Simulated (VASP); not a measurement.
Write the native input for VASP 6.6.1 that does the following.

```yaml
Task: relaxation of cell and atoms
Functional: PBE
Potentials_or_basis: VASP PAW PBE potentials, release 64 (Nd_3, Au), 4f in core
Cutoff: 500 eV
k_mesh: 12 × 12 × 6
Occupations: gaussian, width 0.1 eV
Spin: no spin polarisation
Dipole_correction: no
Further_INCAR_settings: ALGO = Normal; EDIFF = 1e-07; IBRION = 2; EDIFFG = -0.01; NSW = 100; ISIF = 3
```

The structure of Nd3Au lies in POSCAR:

```
Nd3Au
1.0
    3.8794666413      0.0000000000      0.0000000000
   -1.9397333207      3.3597166645      0.0000000000
    0.0000000000      0.0000000000     10.1245103790
Nd Au
3 1
Direct
    0.0000000000      0.0000000000      0.0000000000
    0.6666666667      0.3333333333      0.7042162304
    0.6666666667      0.3333333333      0.2957837696
    0.0000000000      0.0000000000      0.5000000000
```

The cell was generated, and may not be a known phase.

The input as run:

INCAR

```
PREC = Accurate
ENCUT = 500
EDIFF = 1E-7
ISMEAR = 0
SIGMA = 0.1
LREAL = False
LASPH = True
NELM = 200
ALGO = Normal
ISIF = 3
LWAVE = False
LCHARG = False
GGA = PE
IBRION = 2
NSW = 100
EDIFFG = -0.01
GGA_COMPAT = False
NELMIN = 4
LMAXMIX = 6
```

KPOINTS

```
Automatic mesh
0
Gamma
  12 12 6
```

Potentials or basis: VASP PAW PBE potentials, release 64 (Nd_3, Au), 4f in core.

Run with:

```console
$ cat potpaw_PBE.64/Nd_3/POTCAR potpaw_PBE.64/Au/POTCAR > POTCAR
$ mpirun -np 1 vasp_std > vasp.out
```

It gave:

```json
{"Relaxed volume": "33.14 Å³/atom", "Relaxed cell": "a = 3.897 Å, b = 3.897 Å, c = 10.082 Å, α = 90.00°, β = 90.00°, γ = 120.00°", "Space group after relaxing (to 0.1 Å)": "P-6m2 (No. 187)", "Energy gained by relaxing": "0.2 meV/atom", "Ionic steps": "5", "Pressure after relaxing": "0.0 GPa", "Largest force after relaxing": "0.007 eV/Å", "Band gap on the k mesh": "zero (bands 22 and 23 overlap by 1.24 eV)"}
```

Caveat: spin-orbit coupling is left out, which moves the levels of the heavy elements; the 4f electrons are frozen in the core, so they carry no moment and show no levels.

Run time: 21 min on 1 thread of AMD EPYC 7R43 64-Core Processor (Zen 3) (shared host), peak memory 0.37 GiB.
